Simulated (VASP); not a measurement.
# GaAs (F-43m) in VASP: further runs

GaAs is run at these levels: PBEsol; tasks: vibrations by perturbation theory, elastic constants.

All numbers are computed with VASP 6.6.1; they aren't measurements. Logs are shortened: lines on timing, memory, paths and dates and some standing lists are left out, and cuts for length are marked.

**1. The cell of the first run**

The structure is cubic, space group F-43m (No. 216). The conventional cell has a = 5.261 Å, b = 5.261 Å, c = 5.261 Å, α = 90.00°, β = 90.00°, γ = 90.00°. Within 3.0 Å of Ga (site symmetry -43m) lie 4 As at 2.28 Å. Within 3.0 Å of As (site symmetry -43m) lie 4 Ga at 2.28 Å.

**2. Vibrations by perturbation theory, PBEsol**

INCAR reads:

```
PREC = Accurate
ENCUT = 520
EDIFF = 1E-8
ISMEAR = 0
SIGMA = 0.01
LREAL = F
LASPH = T
NELM = 80
ALGO = Normal
ISIF = 2
LWAVE = F
LCHARG = F
GGA = PS
IBRION = 8
NSW = 1
LEPSILON = T
```

KPOINTS reads:

```
Automatic mesh
0
Gamma
  12 12 12
```

POSCAR reads:

```
GaAs
1.0
    0.0000000000      2.6304287775      2.6304287775
    2.6304287775      0.0000000000      2.6304287775
    2.6304287775      2.6304287775      0.0000000000
Ga As
1 1
Direct
    0.0000000000      0.0000000000      0.0000000000
    0.7500000000      0.7500000000      0.7500000000
```

Potentials or basis: VASP PAW PBE potentials, release 64 (Ga_d, As).

The run is started by

```
$ cat potpaw_PBE.64/Ga_d/POTCAR potpaw_PBE.64/As/POTCAR > POTCAR
$ mpirun -np 1 vasp_std > vasp.out
```

OUTCAR:

```text
PREC = Accurate
   ENCUT = 520
   EDIFF = 1E-8
   ISMEAR = 0
   LREAL = F
   LASPH = T
   NELM = 80
   ISIF = 2
   GGA = PS
   IBRION = 8
   NSW = 1
   LEPSILON = T

 ion  position               nearest neighbor table
   1  0.000  0.000  0.000-   2 2.28   2 2.28   2 2.28   2 2.28
   2  0.750  0.750  0.750-   1 2.28   1 2.28   1 2.28   1 2.28

  LATTYP: Found a face centered cubic cell.
 ALAT       =     5.2608575550

  Lattice vectors:

 A1 = (   0.0000000000,   2.6304287775,   2.6304287775)
 A2 = (   2.6304287775,   0.0000000000,   2.6304287775)
 A3 = (   2.6304287775,   2.6304287775,   0.0000000000)

Analysis of symmetry for initial positions (statically):
=====================================================================
 Subroutine PRICEL returns:
 Original cell was already a primitive cell.

 Routine SETGRP: Setting up the symmetry group for a
 face centered cubic supercell.

 Subroutine GETGRP returns: Found 24 space group operations
 (whereof 24 operations were pure point group operations)
 out of a pool of 48 trial point group operations.

The static configuration has the point symmetry T_d .

Analysis of symmetry for dynamics (positions and initial velocities):
=====================================================================
 Subroutine PRICEL returns:
 Original cell was already a primitive cell.

 Routine SETGRP: Setting up the symmetry group for a
 face centered cubic supercell.

 Subroutine GETGRP returns: Found 24 space group operations
 (whereof 24 operations were pure point group operations)
 out of a pool of 48 trial point group operations.

The dynamic configuration has the point symmetry T_d .

 Subroutine INISYM returns: Found 24 space group operations
 (whereof 24 operations are pure point group operations),
 and found     1 'primitive' translations

----------------------------------------------------------------------------------------

                                     Primitive cell

  volume of cell :      36.4007

  direct lattice vectors                    reciprocal lattice vectors
     0.000000000  2.630428778  2.630428778    -0.190083079  0.190083079  0.190083079
     2.630428778  0.000000000  2.630428778     0.190083079 -0.190083079  0.190083079
     2.630428778  2.630428778  0.000000000     0.190083079  0.190083079 -0.190083079

  length of vectors
     3.719988052  3.719988052  3.719988052     0.329233550  0.329233550  0.329233550

  position of ions in fractional coordinates (direct lattice)
     0.000000000  0.000000000  0.000000000
     0.750000000  0.750000000  0.750000000

  ion indices of the primitive-cell ions
   primitive index   ion index
                 1           1
                 2           2

----------------------------------------------------------------------------------------

 KPOINTS: Automatic mesh

Automatic generation of k-mesh.
 Grid dimensions read from file:
 generate k-points for:   12   12   12

 Generating k-lattice:

  Cartesian coordinates                     Fractional coordinates (reciprocal lattice)
    -0.015840257  0.015840257  0.015840257     0.083333333  0.000000000  0.000000000
[... 533 lines left out ...]
  ---------------------------------------------------
  free energy    TOTEN  =        -1.08772959 eV

  energy without entropy =       -1.08772959

------------------------ aborting loop because EDIFF is reached ----------------------------------------

--------------------------------------- Ionic step        2  -------------------------------------------

------------------------ aborting loop because EDIFF is reached ----------------------------------------

--------------------------------------- Ionic step        3  -------------------------------------------

------------------------ aborting loop because EDIFF is reached ----------------------------------------

 PIEZOELECTRIC TENSOR FIELD DIRECTION 3  (e Angst)
 -----------------------------------------------------------------------------
    -0.00091  1.49186  0.00000           (  0.00000  0.02721  0.00000)
     1.49186 -0.00091  0.00000           (  0.02721  0.00000  0.00000)
     0.00000  0.00000 -0.00063           (  0.00000  0.00000  0.00000)

 PIEZOELECTRIC TENSOR FIELD DIRECTION 3  (C/m^2)
 -----------------------------------------------------------------------------
    -0.00040  0.65664  0.00000
     0.65664 -0.00040  0.00000
     0.00000  0.00000 -0.00028

--------------------------------------- Ionic step        4  -------------------------------------------

------------------------ aborting loop because EDIFF is reached ----------------------------------------

[... ionic steps 5 to 6 ...]

--------------------------------------- Ionic step        7  -------------------------------------------

 Free energy of the ion-electron system (eV)
  ---------------------------------------------------
  ---------------------------------------------------
  free energy    TOTEN  =        -0.04376582 eV

  energy without entropy =       -0.04376582

------------------------ aborting loop because EDIFF is reached ----------------------------------------

 INTERNAL STRAIN TENSOR  FOR ION    2  DIRECTION 1   (eV/Angst):
 -----------------------------------------------------------------------------
    -0.00794  0.00000  0.00000
     0.00000  0.00400 17.55597
     0.00000 17.55597  0.00400

 MACROSCOPIC STATIC DIELECTRIC TENSOR (including local field effects in DFT)
 ------------------------------------------------------
          11.183477     0.000000     0.000000
           0.000000    11.183477    -0.000000
           0.000000    -0.000000    11.183477
 ------------------------------------------------------

 PIEZOELECTRIC TENSOR (including local field effects)  for field in x, y, z        (e  Angst)
          XX          YY          ZZ          XY          YZ          ZX
  --------------------------------------------------------------------------------
  x     0.00000    -0.00000    -0.00000     0.00000     1.49745     0.00000
  y     0.00000     0.00000    -0.00000     0.00000     0.00000     1.49745
  z     0.00000    -0.00000     0.00000     1.49745     0.00000     0.00000

 PIEZOELECTRIC TENSOR (including local field effects)  for field in x, y, z        (C/m^2)
          XX          YY          ZZ          XY          YZ          ZX
  --------------------------------------------------------------------------------
  x     0.00000    -0.00000    -0.00000     0.00000     0.65910     0.00000
  y     0.00000     0.00000    -0.00000     0.00000     0.00000     0.65910
  z     0.00000    -0.00000     0.00000     0.65910     0.00000     0.00000

 BORN EFFECTIVE CHARGES (including local field effects) (in |e|, cummulative output)
 ---------------------------------------------------------------------------------
 ion    1
    1     1.72637    -0.00000     0.00000
    2    -0.00000     1.72637    -0.00000
    3    -0.00000    -0.00000     1.72637
 ion    2
    1    -1.72637     0.00000     0.00000
    2     0.00000    -1.72637     0.00000
    3     0.00000     0.00000    -1.72637

 INTERNAL STRAIN TENSOR FOR ION    2 for displacements in x,y,z  (eV/Angst):
          X           Y           Z          XY          YZ          ZX
  --------------------------------------------------------------------------------
  x    -0.00000     0.00000     0.00000     0.00000    17.55597     0.00000
  y     0.00000    -0.00000     0.00000     0.00000     0.00000    17.55597
  z     0.00000     0.00000    -0.00000    17.55597     0.00000     0.00000

 SECOND DERIVATIVES (NOT SYMMETRIZED)
 ------------------------------------
               1X          1Y          1Z          2X          2Y          2Z
  1X   -15.483781    0.000000    0.000000   15.483781    0.000000    0.000000
  1Y     0.000000  -15.483781    0.000000    0.000000   15.483781    0.000000
  1Z     0.000000    0.000000  -15.483781    0.000000    0.000000   15.483781
  2X    15.466624    0.000000    0.000000  -15.466624    0.000000    0.000000
  2Y     0.000000   15.466624    0.000000    0.000000  -15.466624    0.000000
  2Z     0.000000    0.000000   15.466624    0.000000    0.000000  -15.466624

 Eigenvectors and eigenvalues of the dynamical matrix
 ----------------------------------------------------

   1 f  =   10.233690 THz    64.300168 2PiTHz  341.359139 cm-1    42.323120 meV
             X         Y         Z           dx          dy          dz
      0.000000  0.000000  0.000000     0.000000    0.719895    0.000000
      3.945643  3.945643  3.945643     0.000000   -0.694083    0.000000
[... 21 lines left out ...]
   6 f/i=    0.002835 THz     0.017810 2PiTHz    0.094553 cm-1     0.011723 meV
             X         Y         Z           dx          dy          dz
      0.000000  0.000000  0.000000     0.000000    0.000000   -0.694083
      3.945643  3.945643  3.945643     0.000000    0.000000   -0.719895

--------------------------------------------------------------------------------------------------------

 MACROSCOPIC STATIC DIELECTRIC TENSOR IONIC CONTRIBUTION
 ------------------------------------------------------
           0.957393     0.000000     0.000000
           0.000000     0.957393    -0.000000
           0.000000    -0.000000     0.957393
 ------------------------------------------------------

 ELASTIC MODULI CONTR FROM IONIC RELAXATION (kBar)
 Direction    XX          YY          ZZ          XY          YZ          ZX
 --------------------------------------------------------------------------------
 XX          -0.0000     -0.0000     -0.0000      0.0000      0.0000      0.0000
 YY          -0.0000     -0.0000      0.0000     -0.0000      0.0000      0.0000
 ZZ          -0.0000      0.0000     -0.0000      0.0000      0.0000     -0.0000
 XY           0.0000     -0.0000      0.0000   -871.9077     -0.0000      0.0000
 YZ           0.0000      0.0000      0.0000     -0.0000   -871.9077     -0.0000
 ZX           0.0000      0.0000     -0.0000      0.0000     -0.0000   -871.9077
 --------------------------------------------------------------------------------

 PIEZOELECTRIC TENSOR IONIC CONTR  for field in x, y, z        (C/m^2)
          XX          YY          ZZ          XY          YZ          ZX
  --------------------------------------------------------------------------------
  x     0.00000     0.00000     0.00000    -0.00000    -0.85971    -0.00000
  y     0.00000     0.00000    -0.00000     0.00000    -0.00000    -0.85971
  z     0.00000    -0.00000     0.00000    -0.85971    -0.00000     0.00000
```

It took 31 min on 1 thread of Intel Xeon 8259CL, shared host; peak memory 0.44 GiB.

Results:

```yaml
Electronic_dielectric_tensor_diagonal: 11.18
Born_charges_mean_of_the_diagonal: Ga +1.73; As -1.73 e
Highest_phonon_frequency_at_Γ_LO-TO_splitting_left_out: 341 cm⁻¹
```

Phonon frequencies in cm⁻¹ (negative: imaginary):
```csv
q point,frequencies
"(0.000, 0.000, 0.000)",0 0 0 341 341 341
```

Electronic dielectric tensor:
```
11.18  0.00  0.00
 0.00 11.18  0.00
 0.00  0.00 11.18
```

Born effective charge tensors (e):
atom 1, Ga
```
1.73 0.00 0.00
0.00 1.73 0.00
0.00 0.00 1.73
```
atom 2, As
```
-1.73  0.00  0.00
 0.00 -1.73  0.00
 0.00  0.00 -1.73
```

Caveat: the cell stands under pressure or tension, which shifts response properties; the PAW data sets were made with another functional, which shifts forces and pressure a little.

**3. Vibrations by perturbation theory, PBEsol**

This run uses another cell than the first one, of 19.92 Å³/atom.

INCAR reads:

```
SYSTEM = GaAs
ALGO = Normal ; EDIFF = 1E-8
ENCUT = 520 ; GGA = PS
IBRION = 8 ; ISIF = 2
ISMEAR = 0 ; LASPH = .True.
LCHARG = .False. ; LEPSILON = .True.
LREAL = .False. ; LWAVE = .False.
NELM = 60 ; NSW = 1
PREC = Accurate ; SIGMA = 0.01
```

KPOINTS reads:

```
k-points
0
Gamma
  12 12 12
  0 0 0
```

POSCAR reads:

```
GaAs
1.0
    0.0000000000      2.7108256422      2.7108256422
    2.7108256422      0.0000000000      2.7108256422
    2.7108256422      2.7108256422      0.0000000000
Ga As
1 1
Direct
    0.0000000000      0.0000000000      0.0000000000
    0.7500000000      0.7500000000      0.7500000000
```

Potentials or basis: VASP PAW PBE potentials, release 64 (Ga_d, As).

The run is started by

```
$ cat potpaw_PBE.64/Ga_d/POTCAR potpaw_PBE.64/As/POTCAR > POTCAR
$ mpirun -np 1 vasp_std > vasp.out
```

OUTCAR:

```text
SYSTEM = GaAs
   EDIFF = 1E-8
   ENCUT = 520
   GGA = PS
   IBRION = 8
   ISIF = 2
   ISMEAR = 0
   LASPH = .True.
   LEPSILON = .True.
   LREAL = .False.
   NELM = 60
   NSW = 1
   PREC = Accurate

 ion  position               nearest neighbor table
   1  0.000  0.000  0.000-   2 2.35   2 2.35   2 2.35   2 2.35
   2  0.750  0.750  0.750-   1 2.35   1 2.35   1 2.35   1 2.35

  LATTYP: Found a face centered cubic cell.
 ALAT       =     5.4216512844

  Lattice vectors:

 A1 = (   0.0000000000,   2.7108256422,   2.7108256422)
 A2 = (   2.7108256422,   0.0000000000,   2.7108256422)
 A3 = (   2.7108256422,   2.7108256422,   0.0000000000)

Analysis of symmetry for initial positions (statically):
=====================================================================
 Subroutine PRICEL returns:
 Original cell was already a primitive cell.

 Routine SETGRP: Setting up the symmetry group for a
 face centered cubic supercell.

 Subroutine GETGRP returns: Found 24 space group operations
 (whereof 24 operations were pure point group operations)
 out of a pool of 48 trial point group operations.

The static configuration has the point symmetry T_d .

Analysis of symmetry for dynamics (positions and initial velocities):
=====================================================================
 Subroutine PRICEL returns:
 Original cell was already a primitive cell.

 Routine SETGRP: Setting up the symmetry group for a
 face centered cubic supercell.
[... 643 lines left out ...]

 PIEZOELECTRIC TENSOR (including local field effects)  for field in x, y, z        (C/m^2)
          XX          YY          ZZ          XY          YZ          ZX
  --------------------------------------------------------------------------------
  x    -0.00000     0.00000     0.00000     0.00000     0.71567     0.00000
  y    -0.00000    -0.00000     0.00000     0.00000     0.00000     0.71567
  z     0.00000     0.00000     0.00000     0.71567     0.00000     0.00000

 BORN EFFECTIVE CHARGES (including local field effects) (in |e|, cummulative output)
 ---------------------------------------------------------------------------------
 ion    1
    1     1.88315     0.00000     0.00000
    2     0.00000     1.88315     0.00000
    3     0.00000    -0.00000     1.88315
 ion    2
    1    -1.88315     0.00000     0.00000
    2    -0.00000    -1.88315     0.00000
    3    -0.00000     0.00000    -1.88315

 INTERNAL STRAIN TENSOR FOR ION    2 for displacements in x,y,z  (eV/Angst):
          X           Y           Z          XY          YZ          ZX
  --------------------------------------------------------------------------------
  x     0.00000     0.00000     0.00000     0.00000    12.52328     0.00000
  y     0.00000    -0.00000     0.00000     0.00000     0.00000    12.52328
  z     0.00000     0.00000     0.00000    12.52328     0.00000     0.00000

 SECOND DERIVATIVES (NOT SYMMETRIZED)
 ------------------------------------
               1X          1Y          1Z          2X          2Y          2Z
  1X   -12.485177    0.000000    0.000000   12.485177    0.000000    0.000000
  1Y     0.000000  -12.485177    0.000000    0.000000   12.485177    0.000000
  1Z     0.000000    0.000000  -12.485177    0.000000    0.000000   12.485177
  2X    12.518679    0.000000    0.000000  -12.518679    0.000000    0.000000
  2Y     0.000000   12.518679    0.000000    0.000000  -12.518679    0.000000
  2Z     0.000000    0.000000   12.518679    0.000000    0.000000  -12.518679

 Eigenvectors and eigenvalues of the dynamical matrix
 ----------------------------------------------------

   1 f  =    9.197883 THz    57.792001 2PiTHz  306.808338 cm-1    38.039369 meV
             X         Y         Z           dx          dy          dz
      0.000000  0.000000  0.000000     0.000000    0.000000    0.719237
      4.066238  4.066238  4.066238     0.000000    0.000000   -0.694764
[... 21 lines left out ...]
   6 f/i=    0.006158 THz     0.038693 2PiTHz    0.205417 cm-1     0.025468 meV
             X         Y         Z           dx          dy          dz
      0.000000  0.000000  0.000000     0.656566    0.227190   -0.001947
      4.066238  4.066238  4.066238     0.679693    0.235193   -0.002016

--------------------------------------------------------------------------------------------------------

 MACROSCOPIC STATIC DIELECTRIC TENSOR IONIC CONTRIBUTION
 ------------------------------------------------------
           1.288316     0.000000     0.000000
           0.000000     1.288316    -0.000000
           0.000000    -0.000000     1.288316
 ------------------------------------------------------

 ELASTIC MODULI CONTR FROM IONIC RELAXATION (kBar)
 Direction    XX          YY          ZZ          XY          YZ          ZX
 --------------------------------------------------------------------------------
 XX          -0.0000     -0.0000     -0.0000     -0.0000     -0.0000     -0.0000
 YY          -0.0000     -0.0000     -0.0000     -0.0000     -0.0000      0.0000
 ZZ          -0.0000     -0.0000     -0.0000     -0.0000     -0.0000     -0.0000
 XY          -0.0000     -0.0000     -0.0000   -501.0519     -0.0000      0.0000
 YZ          -0.0000     -0.0000     -0.0000     -0.0000   -501.0519     -0.0000
 ZX          -0.0000      0.0000     -0.0000      0.0000     -0.0000   -501.0519
 --------------------------------------------------------------------------------

 PIEZOELECTRIC TENSOR IONIC CONTR  for field in x, y, z        (C/m^2)
          XX          YY          ZZ          XY          YZ          ZX
  --------------------------------------------------------------------------------
  x    -0.00000    -0.00000    -0.00000    -0.00000    -0.75601    -0.00000
  y    -0.00000     0.00000    -0.00000     0.00000    -0.00000    -0.75601
  z    -0.00000    -0.00000    -0.00000    -0.75601    -0.00000     0.00000
```

OSZICAR:

```text
N       E                     dE             d eps       ncg     rms          rms(c)
DAV:   1     0.809750146531E+02    0.80975E+02   -0.93472E+03  1896   0.202E+03
DAV:   2    -0.305123555155E+01   -0.84026E+02   -0.81207E+02  2042   0.330E+02
DAV:   3    -0.905182968135E+01   -0.60006E+01   -0.59554E+01  2407   0.756E+01
DAV:   4    -0.914471597729E+01   -0.92886E-01   -0.92854E-01  2109   0.103E+01
[... 193 lines left out ...]
RMM:   7    -0.437224426317E-01   -0.53053E-06    0.13652E-07 14240   0.250E-03    0.412E-04
RMM:   8    -0.437208792541E-01    0.15634E-05    0.12272E-07 13850   0.963E-04    0.358E-05
RMM:   9    -0.437208081637E-01    0.71090E-07    0.23922E-09 14753   0.299E-04    0.165E-05
RMM:  10    -0.437207176547E-01    0.90509E-07    0.35367E-09 14252   0.109E-04    0.502E-06
RMM:  11    -0.437207180730E-01   -0.41827E-09    0.26511E-10 14359   0.393E-05    0.165E-06
 Linear response finished
```

It took 19 min on 1 thread of Intel Xeon Platinum 8488C (Sapphire Rapids), shared host; peak memory 0.48 GiB.

What came out:

- Electronic dielectric tensor (diagonal): 12.07
- Born charges (mean of the diagonal): Ga +1.88; As -1.88 e
- Highest phonon frequency at Γ, LO-TO splitting left out: 307 cm⁻¹

Phonon frequencies in cm⁻¹ (negative: imaginary):
| q point | frequencies |
| --- | --- |
| (0.000, 0.000, 0.000) | 0 0 0 307 307 307 |

Electronic dielectric tensor:
```
12.07  0.00  0.00
 0.00 12.07  0.00
 0.00  0.00 12.07
```

Born effective charge tensors (e):
atom 1, Ga
```
1.88 0.00 0.00
0.00 1.88 0.00
0.00 0.00 1.88
```
atom 2, As
```
-1.88  0.00  0.00
 0.00 -1.88  0.00
 0.00  0.00 -1.88
```

Caveat: the cell stands under pressure or tension, which shifts response properties; the PAW data sets were made with another functional, which shifts forces and pressure a little.

[end of part 1 of 2]
